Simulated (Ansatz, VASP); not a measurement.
**Two plane-wave programs on Ti**

INCAR

```
SYSTEM = Ti
ALGO     = Normal         ! electronic algorithm
EDIFF    = 1E-6           ! SCF threshold, eV
EDIFFG   = -0.001         ! ionic threshold
ENCUT    = 600            ! plane-wave cutoff, eV
IBRION   = 2              ! ionic algorithm
ISIF     = 3              ! what is computed and relaxed
ISMEAR   = -1             ! smearing method
LASPH    = .True.         ! aspherical terms in the spheres
LCHARG   = .False.        ! write CHGCAR
LREAL    = .False.        ! projectors in reciprocal space
LWAVE    = .False.        ! write WAVECAR
NELM     = 60             ! most SCF steps
NSW      = 80             ! ionic steps
PREC     = Accurate       ! precision mode
SIGMA    = 0.15           ! smearing width, eV
```

KPOINTS

```
k-points
0
Gamma
  20 20 20
  0 0 0
```

The input POSCAR:

```
Ti
1.0
   -1.5825944271      1.5825944271      1.5825944271
    1.5825944271     -1.5825944271      1.5825944271
    1.5825944271      1.5825944271     -1.5825944271
Ti
1
Direct
    0.0000000000      0.0000000000      0.0000000000
```

Input for Ansatz:

```yaml
crystal:
  lattice:
    - [-1.5825944266, 1.5825944266, 1.5825944266]
    - [1.5825944266, -1.5825944266, 1.5825944266]
    - [1.5825944266, 1.5825944266, -1.5825944266]
  atoms:
    - { symbol: Ti, position: [0.0, 0.0, 0.0] }
basis:
  ecutwfc: 420
kpoints:
  mp_grid: { grid: [20, 20, 20] }
hamiltonian:
  xc: lda
scf:
  occupations: { method: fermi_dirac, width: 0.15 }
output:
  forces: true
  stress: true
  eigenvalues: true
relax:
  adjacent_minimum: "off"
  f_tol: 0.001
  max_steps: 60
  cell: { stress_tol: 0.01 }
```

Alike in both runs: task relaxation of cell and atoms; functional LDA; k mesh 20 × 20 × 20; occupations fermi-dirac, width 0.15 eV; no spin polarisation.

|  | VASP | Ansatz |
| --- | --- | --- |
| version | VASP 6.6.1 | Ansatz 0.2.0 |
| potentials or method | VASP PAW LDA potentials, release 64 (Ti_sv), cutoff 600 eV | scalar-relativistic, plane waves, PAW |
| valence electrons in the cell | 12 | 12 |

VASP gave:

- gap on the k mesh at the Fermi level, each at its own relaxed structure (eV): none
- relaxed volume (Å³/atom): 15.97
- relaxed cell length with the largest relative difference (Å): 2.748

Q: Estimate Ansatz's values.

A: gap on the k mesh at the Fermi level, each at its own relaxed structure (eV): none; relaxed volume (Å³/atom): 15.99; relaxed cell length with the largest relative difference (Å): 2.749.

LDA's correlation is that of Perdew and Zunger in VASP and of Perdew and Wang (1992) in Ansatz. A gap of «none» marks a metal or a gap that the smearing closes.
